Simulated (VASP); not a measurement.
Here is a VASP 6.6.1 calculation.

Contents of INCAR:

```
  PREC = Accurate
  ENCUT = 520
  EDIFF = 1E-6
  ISMEAR = 0
  SIGMA = 0.1
  LREAL = F
  LASPH = T
  NELM = 60
  ALGO = Normal
  ISIF = 2
  LWAVE = F
  LCHARG = F
  GGA = PE
  NBANDS = 62
```

File KPOINTS:

```
regular mesh
0
Gamma
  6 6 6
```

File POSCAR:

```
Pt3Rh5
1.0
   -0.0146920446      3.8763858479      3.8763858479
    3.8763858479     -0.0146920446      3.8763858479
    3.8763858479      3.8763858479     -0.0146920446
Rh Pt
5 3
Direct
    0.0000000000      0.0000000000      0.0000000000
    0.0000000000      0.0000000000      0.5000000000
    0.0000000000      0.5000000000      0.5000000000
    0.5000000000      0.0000000000      0.5000000000
    0.5000000000      0.5000000000      0.0000000000
    0.0000000000      0.5000000000      0.0000000000
    0.5000000000      0.0000000000      0.0000000000
    0.5000000000      0.5000000000      0.5000000000
```

Potentials or basis: VASP PAW PBE potentials, release 64 (Rh_pv, Pt).

Command:

```bash
$ cat potpaw_PBE.64/Rh_pv/POTCAR potpaw_PBE.64/Pt/POTCAR > POTCAR
$ mpirun -np 1 vasp_std > vasp.out
```

(1) Predict the band gap on the k mesh.

(2) What does it give for the pressure?

Answers

(1) zero (an odd number of electrons rules out a gap without spin polarisation).

(2) -0.2 GPa.

Caveat: spin-orbit coupling is left out, which moves the levels of the heavy elements.
